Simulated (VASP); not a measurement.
# CaO in VASP: settings compared

CaO is run at these levels: PBE, r2SCAN; tasks: single point.

Everything below comes from runs of VASP 6.6.1. Logs are shortened: lines on timing, memory, paths and dates and some standing lists are left out, and cuts for length are marked.

## 1. The cell of the first run

Symmetry: P2_1/m, No. 11, monoclinic system. Conventional cell: a = 3.918 Å, b = 4.770 Å, c = 3.982 Å, α = 90.00°, β = 118.42°, γ = 90.00°. Ca (site symmetry m) has 5 O at 2.29 to 2.39 Å within 3.0 Å. Within 3.0 Å of O (site symmetry m) lie 5 Ca at 2.29 to 2.39 Å.

## 2. Single point, PBE (shear xy strain +3.7%)

INCAR

```
PREC = Accurate
ENCUT = 520
EDIFF = 1E-6
ISMEAR = -1
SIGMA = 0.02
LREAL = F
LASPH = T
NELM = 100
ALGO = Fast
ISIF = 2
LWAVE = F
LCHARG = F
GGA = PE
NBANDS = 24
```

KPOINTS

```
regular mesh
0
Gamma
  12 12 6
```

POSCAR

```
CaO
1.0
    3.9810268286      0.0728527910      0.0000000000
   -1.9274210466      3.4112439712      0.0000000000
    0.0000000000      0.0000000000      4.7701152820
Ca O
2 2
Direct
    0.3283591075      0.6669178549      0.2500000000
    0.6716408925      0.3330821451      0.7500000000
    0.6705064723      0.3331480465      0.2500000000
    0.3294935277      0.6668519535      0.7500000000
```

Potentials or basis: VASP PAW PBE potentials, release 64 (Ca_sv, O).

Run with:

```bash
> cat potpaw_PBE.64/Ca_sv/POTCAR potpaw_PBE.64/O/POTCAR > POTCAR
> mpirun -np 1 vasp_std > vasp.out
```

OUTCAR:

```text
PREC = Accurate
   ENCUT = 520
   EDIFF = 1E-6
   ISMEAR = -1
   LREAL = F
   LASPH = T
   NELM = 100
   ISIF = 2
   GGA = PE

 ion  position               nearest neighbor table
   1  0.328  0.667  0.250-   3 2.29   3 2.30   3 2.30   4 2.39   4 2.39
   2  0.672  0.333  0.750-   4 2.29   4 2.30   4 2.30   3 2.39   3 2.39
   3  0.671  0.333  0.250-   1 2.29   1 2.30   1 2.30   2 2.39   2 2.39
   4  0.329  0.667  0.750-   2 2.29   2 2.30   2 2.30   1 2.39   1 2.39

  Warning from LATTYP: Monoclinic adjustment (A1->A3, A2->A1, A3->A2)!
  LATTYP: Found a simple monoclinic cell.
 ALAT       =     3.9181037916
 B/A-ratio  =     1.2174550588
 C/A-ratio  =     1.0162296834
 COS(beta)  =    -0.4759146708

  Lattice vectors:

 A1 = (  -1.9274210466,   3.4112439712,   0.0000000000)
 A2 = (   0.0000000000,   0.0000000000,   4.7701152820)
 A3 = (   3.9810268286,   0.0728527910,   0.0000000000)

Analysis of symmetry for initial positions (statically):
=====================================================================
 Subroutine PRICEL returns:
 Original cell was already a primitive cell.

 Routine SETGRP: Setting up the symmetry group for a
 simple monoclinic supercell.

 Subroutine GETGRP returns: Found  4 space group operations
 (whereof  2 operations were pure point group operations)
 out of a pool of  4 trial point group operations.

The static configuration has the point symmetry S_2 .
 The point group associated with its full space group is C_2h.

Analysis of symmetry for dynamics (positions and initial velocities):
=====================================================================
 Subroutine PRICEL returns:
 Original cell was already a primitive cell.

 Routine SETGRP: Setting up the symmetry group for a
 simple monoclinic supercell.

 Subroutine GETGRP returns: Found  4 space group operations
 (whereof  2 operations were pure point group operations)
 out of a pool of  4 trial point group operations.

The dynamic configuration has the point symmetry S_2 .
 The point group associated with its full space group is C_2h.

 Subroutine INISYM returns: Found  4 space group operations
 (whereof  2 operations are pure point group operations),
 and found     1 'primitive' translations

----------------------------------------------------------------------------------------

                                     Primitive cell

  volume of cell :      65.4492

  direct lattice vectors                    reciprocal lattice vectors
     3.981026829  0.072852791  0.000000000     0.248620769  0.140475705  0.000000000
    -1.927421047  3.411243971  0.000000000    -0.005309710  0.290148099  0.000000000
     0.000000000  0.000000000  4.770115282     0.000000000  0.000000000  0.209638539

  length of vectors
     3.981693376  3.918103792  4.770115282     0.285562096  0.290196679  0.209638539

  position of ions in fractional coordinates (direct lattice)
     0.328359107  0.666917855  0.250000000
     0.671640893  0.333082145  0.750000000
     0.670506472  0.333148046  0.250000000
     0.329493528  0.666851954  0.750000000

  ion indices of the primitive-cell ions
   primitive index   ion index
                 1           1
                 2           2
                 3           3
                 4           4

----------------------------------------------------------------------------------------

 KPOINTS: regular mesh

Automatic generation of k-mesh.
 Grid dimensions read from file:
 generate k-points for:   12   12    6

 Generating k-lattice:

  Cartesian coordinates                     Fractional coordinates (reciprocal lattice)
     0.020718397  0.011706309  0.000000000     0.083333333 -0.000000000  0.000000000
    -0.000442476  0.024179008  0.000000000     0.000000000  0.083333333  0.000000000
     0.000000000  0.000000000  0.034939757     0.000000000  0.000000000  0.166666667

  Length of vectors
     0.023796841  0.024183057  0.034939757

  Shift w.r.t. Gamma in fractional coordinates (k-lattice)
     0.000000000  0.000000000  0.000000000

 Subroutine IBZKPT returns following result:
 ===========================================

 Found    296 irreducible k-points:

 Following reciprocal coordinates:
            Coordinates               Weight
  0.000000  0.000000  0.000000      1.000000
  0.083333  0.000000  0.000000      2.000000
  0.166667  0.000000  0.000000      2.000000
  0.250000  0.000000  0.000000      2.000000
  0.333333  0.000000  0.000000      2.000000
  0.416667  0.000000  0.000000      2.000000
[... 16 lines left out ...]
  0.250000  0.166667  0.000000      2.000000
  0.333333  0.166667  0.000000      2.000000
 [... further k-points ...]
   k-points           NKPTS =    296   k-points in BZ     NKDIM =    296   number of bands    NBANDS=     24
   number of dos      NEDOS =    301   number of ions     NIONS =      4
   total plane-waves  NPLWV =  32400
   dimension x,y,z NGX =    30 NGY =   30 NGZ =   36
   dimension x,y,z NGXF=    60 NGYF=   60 NGZF=   72
   ions per type =               2   2
   NGX,Y,Z   is equivalent  to a cutoff of  12.53, 12.73, 12.55 a.u.
   NGXF,Y,Z  is equivalent  to a cutoff of  25.05, 25.46, 25.09 a.u.
 SYSTEM =  unknown system
   PREC   = accura    normal or accurate (medium, high low for compatibility)
   ISTART =      0    job   : 0-new  1-cont  2-samecut
   ICHARG =      2    charge: 1-file 2-atom 10-const
   ISPIN  =      1    spin polarized calculation?
   LNONCOLLINEAR =      F non collinear calculations
   LSORBIT =      F    spin-orbit coupling
   LASPH  =      T    aspherical Exc in radial PAW
   ENCUT  =  520.0 eV  38.22 Ry    6.18 a.u.   7.40  7.29  8.87*2*pi/ulx,y,z
   NELM   =    100;   NELMIN=  2; NELMDL= -5     # of ELM steps
   EDIFF  = 0.1E-05   stopping-criterion for ELM
   LREAL  =      F    real-space projection
   EDIFFG = 0.1E-04   stopping-criterion for IOM
   NSW    =      0    number of steps for IOM
   IBRION =     -1    ionic relax: 0-MD 1-quasi-New 2-CG
   NFREE  =      0    steps in history (QN), initial steepest desc. (CG)
   ISIF   =      2    stress and relaxation
   ISYM   =      2    0-nonsym 1-usesym 2-fastsym
   POTIM  = 0.5000    time-step for ionic-motion
   TEBEG  =    0.0;   TEEND  =   0.0 temperature during run
   PSTRESS=    0.0 pullay stress
   NELECT =      32.0000    total number of electrons
   NUPDOWN=      -1.0000    fix difference up-down
   EMIN   =  10.00;   EMAX   =-10.00  energy-range for DOS
   EFERMI =   0.00;   METHOD = LEGACY
   ISMEAR =    -1;   SIGMA  =   0.02  broadening in eV -4-tet -1-fermi 0-gaus
   EFERMI_NEDOS =   21; number of points for ismear=-14 and -15
   IALGO  =     68    algorithm
   IMIX   =      4    mixing-type and parameters
     AMIX     =   0.40;   BMIX     =  1.00
     AMIX_MAG =   1.60;   BMIX_MAG =  1.00
  volume/ion in A,a.u.               =      16.36       110.42
  Fermi-wavevector in a.u.,A,eV,Ry     =   1.289704  2.437187 22.631069  1.663337
  Thomas-Fermi vector in A             =   2.421581
   LORBIT       =      0    0 simple, 1 ext, 2 COOP (PROOUT), +10 PAW based schemes
   GGA     = PE    functional components
   LHFCALC =     F    Hartree Fock is set to
   AEXX    =    0.0000 exact exchange contribution
   IVDW    =     0    specifies the selected vdW correction
   LEPSILON=     F    determine dielectric tensor
   LRPA    =     F    only Hartree local field effects (RPA)
 non-spin polarized calculation
 RMM-DIIS sequential band-by-band and
  energy-cutoff  :      520.00
  volume of cell :       65.45
 maximum number of plane-waves:      1791
 NGX is ok and might be reduce to    30
   NGX = 15   NGY = 15   NGZ = 17

 number of electron      31.9999992 magnetization

 Free energy of the ion-electron system (eV)
  ---------------------------------------------------
  ext. energy  EPLUGINS =         0.00000000
  ---------------------------------------------------
  free energy    TOTEN  =       -25.33446219 eV

  energy without entropy =      -25.33446219  energy(sigma->0) =      -25.33446219

 E-fermi :   1.7707     XC(G=0):  -9.4363

 val. band max:        1.3915164264   @ k =   0.0000   0.0000   0.0000
 cond. band min:       4.5798645544   @ k =   0.0000   0.0000   0.0000
 fundamental gap:      3.1883481280
 Fermi energy:         1.7707482825

 k-point     1 :       0.0000    0.0000    0.0000
  band No.  band energies     occupation
      1     -36.2326      2.00000
      2     -36.0972      2.00000
      3     -17.5800      2.00000
      4     -17.3354      2.00000
      5     -17.3297      2.00000
      6     -17.1395      2.00000
[... 16 lines left out ...]
     23       9.8085      0.00000
     24      10.2249      0.00000

 k-point     2 :       0.0833    0.0000    0.0000
  band No.  band energies     occupation
      1     -36.2297      2.00000
      2     -36.0984      2.00000
      3     -17.5705      2.00000
      4     -17.3667      2.00000
      5     -17.3359      2.00000
      6     -17.1647      2.00000
[... 16 lines left out ...]
     23       9.6965      0.00000
     24      10.1517      0.00000

 k-point     3 :       0.1667    0.0000    0.0000
  band No.  band energies     occupation
      1     -36.2216      2.00000
      2     -36.1021      2.00000
      3     -17.5429      2.00000
      4     -17.4492      2.00000
      5     -17.3521      2.00000
      6     -17.2671      2.00000
[... 16 lines left out ...]
     23       9.5298      0.00000
     24       9.9529      0.00000

 k-point     4 :       0.2500    0.0000    0.0000
  band No.  band energies     occupation
      1     -36.2092      2.00000
      2     -36.1082      2.00000
      3     -17.5555      2.00000
      4     -17.5003      2.00000
      5     -17.3989      2.00000
      6     -17.3697      2.00000
[... 16 lines left out ...]
     23       9.6556      0.00000
     24       9.8269      0.00000

 k-point     5 :       0.3333    0.0000    0.0000
  band No.  band energies     occupation
      1     -36.1948      2.00000
      2     -36.1165      2.00000
      3     -17.6558      2.00000
      4     -17.5149      2.00000
      5     -17.4484      2.00000
      6     -17.3908      2.00000
[... 16 lines left out ...]
     23       9.5864      0.00000
     24       9.8929      0.00000

 k-point     6 :       0.4167    0.0000    0.0000
  band No.  band energies     occupation
      1     -36.1814      2.00000
      2     -36.1253      2.00000
      3     -17.7261      2.00000
      4     -17.5949      2.00000
      5     -17.4046      2.00000
      6     -17.3982      2.00000
[... 16 lines left out ...]
     23       9.7617      0.00000
     24       9.9842      0.00000
[... 379 lines left out ...]
 k-point    21 :       0.0833    0.1667    0.0000
  band No.  band energies     occupation
      1     -36.2137      2.00000
      2     -36.1056      2.00000
      3     -17.5163      2.00000
      4     -17.5101      2.00000
      5     -17.3785      2.00000
      6     -17.3439      2.00000
[... 16 lines left out ...]
     23       9.6583      0.00000
     24       9.9504      0.00000

 k-point    22 :       0.1667    0.1667    0.0000
  band No.  band energies     occupation
      1     -36.2022      2.00000
      2     -36.1118      2.00000
      3     -17.5838      2.00000
      4     -17.4757      2.00000
      5     -17.4665      2.00000
      6     -17.3891      2.00000
[... 16 lines left out ...]
     23       9.6694      0.00000
     24       9.7473      0.00000

 k-point    23 :       0.2500    0.1667    0.0000
  band No.  band energies     occupation
      1     -36.1884      2.00000
      2     -36.1202      2.00000
      3     -17.6544      2.00000
      4     -17.5598      2.00000
      5     -17.4252      2.00000
      6     -17.4231      2.00000
[... 16 lines left out ...]
     23       9.6581      0.00000
     24       9.9648      0.00000

 k-point    24 :       0.3333    0.1667    0.0000
  band No.  band energies     occupation
      1     -36.1749      2.00000
      2     -36.1295      2.00000
      3     -17.7066      2.00000
      4     -17.6231      2.00000
      5     -17.4469      2.00000
      6     -17.3741      2.00000
[... 16 lines left out ...]
     23       9.5308      0.00000
     24      10.0322      0.00000

 [... further k-points ...]

------------------------ aborting loop because EDIFF is reached ----------------------------------------

  FORCE on cell =-STRESS in cart. coord.  units (eV):
  Direction    XX          YY          ZZ          XY          YZ          ZX
  --------------------------------------------------------------------------------------
  -------------------------------------------------------------------------------------
  Total        0.8112951      0.8620448      1.0450947     -0.1918102      0.0000000      0.0000000
  in kB       19.8602717     21.1026107     25.5836193     -4.6954596      0.0000000      0.0000000
  external PRESSURE =      22.1821672 kB  Pullay stress =       0.0000000 kB

 VOLUME and BASIS-vectors are now :
 -----------------------------------------------------------------------------
  energy-cutoff  :      520.00
  volume of cell :       65.45
      direct lattice vectors                 reciprocal lattice vectors
     3.981026829  0.072852791  0.000000000     0.248620769  0.140475705  0.000000000
    -1.927421047  3.411243971  0.000000000    -0.005309710  0.290148099  0.000000000
     0.000000000  0.000000000  4.770115282     0.000000000  0.000000000  0.209638539

 POSITION                                       TOTAL-FORCE (eV/Angst)
 -----------------------------------------------------------------------------------
      0.02177      2.29894      1.19253        -0.003881      0.000840      0.000000
      2.03183      1.18516      3.57759         0.003881     -0.000840      0.000000
      2.02719      1.18530      1.19253         0.003170     -0.000730      0.000000
      0.02642      2.29880      3.57759        -0.003170      0.000730      0.000000
 -----------------------------------------------------------------------------------
    total drift:                               -0.000000      0.000000     -0.000000

  FREE ENERGIE OF THE ION-ELECTRON SYSTEM (eV)
  ---------------------------------------------------
  free  energy   TOTEN  =       -25.3344621902 eV

  energy  without entropy=      -25.3344621902  energy(sigma->0) =      -25.33446219
```

Wall time 7.3 min (1 thread of AMD EPYC 9R45 (Zen 5), shared host); peak memory 0.45 GiB.

Results:

```
Free energy            : -25.3345 eV
Pressure               : 2.2 GPa
Largest force          : 0.004 eV/Å
Band gap on the k mesh : 3.19 eV
```

Forces in eV/Å, atoms in the order of the input:
```
Ca  -0.004  0.001  0.000
Ca   0.004 -0.001  0.000
O    0.003 -0.001  0.000
O   -0.003  0.001  0.000
```

Stress tensor (GPa, compression positive):
```
 1.99 -0.47  0.00
-0.47  2.11  0.00
 0.00  0.00  2.56
```

Caveat: the cell differs from its parent crystal (shear xy strain +3.7%).

## 3. Single point, r2SCAN (strain -5.5%)

POSCAR

```
CaO
1.0
    3.7636627637      0.0000000000      0.0000000000
   -1.8818313819      3.2594275647      0.0000000000
    0.0000000000      0.0000000000      4.5096669876
Ca O
2 2
Direct
    0.3333333333      0.6666666667      0.2500000000
    0.6666666667      0.3333333333      0.7500000000
    0.6666666667      0.3333333333      0.2500000000
    0.3333333333      0.6666666667      0.7500000000
```

INCAR.step1

```
SYSTEM = CaO
  PREC = Accurate
  ENCUT = 520
  ISMEAR = 0
  SIGMA = 0.01
  LREAL = .False.
  LASPH = .True.
  NELM = 100
  NBANDS = 24
  GGA = PE
  ALGO = Normal
  EDIFF = 1E-4
  LWAVE = .True.
  LCHARG = .False.
```

INCAR.step2

```
SYSTEM = CaO
  PREC = Accurate
  ENCUT = 520
  EDIFF = 1E-6
  ISMEAR = 0
  SIGMA = 0.01
  LREAL = .False.
  LASPH = .True.
  NELM = 100
  ALGO = Normal
  ISIF = 2
  LWAVE = .False.
  LCHARG = .False.
  METAGGA = R2SCAN
  LMIXTAU = .True.
  NBANDS = 24
  ISTART = 1
```

KPOINTS

```
Automatic mesh
0
Gamma
  12 12 6
  0 0 0
```

Potentials or basis: VASP PAW PBE potentials, release 64 (Ca_sv, O).

Run with:

```bash
> cat potpaw_PBE.64/Ca_sv/POTCAR potpaw_PBE.64/O/POTCAR > POTCAR
> cp INCAR.step1 INCAR
> mpirun -np 1 vasp_std > vasp.out
> cp INCAR.step2 INCAR
> mpirun -np 1 vasp_std > vasp.out
```

It took 3.8 min on 1 thread of AMD EPYC 9R14 (Zen 4), shared host; peak memory 0.2 GiB.

Results (log left out):

* Free energy: -37.7722 eV
* Pressure: 24.5 GPa
* Band gap on the k mesh: 4.20 eV

Stress tensor (GPa, compression positive):
```
23.40  0.00  0.00
 0.00 23.40  0.00
 0.00  0.00 26.64
```

Levels at points of the mesh, in eV from the valence-band top:
```tsv
k point	band 14	band 15	band 16	band 17	band 18	band 19
(0.00, 0.00, 0.00)	-1.43	-0.90	0.00	4.20	7.19	7.19
(0.50, 0.00, 0.00)	-0.77	-0.62	-0.47	5.41	6.04	6.07
(0.00, 0.00, 0.50)	-1.65	-1.65	-1.65	6.09	6.09	9.33
(0.50, 0.00, 0.50)	-1.38	-0.82	-0.82	6.22	6.22	8.71
```

Caveat: the cell differs from its parent crystal (strain -5.5%); the cell stands under pressure; the PAW data sets were made with another functional, which shifts forces and pressure a little. A k mesh can miss the band edges.
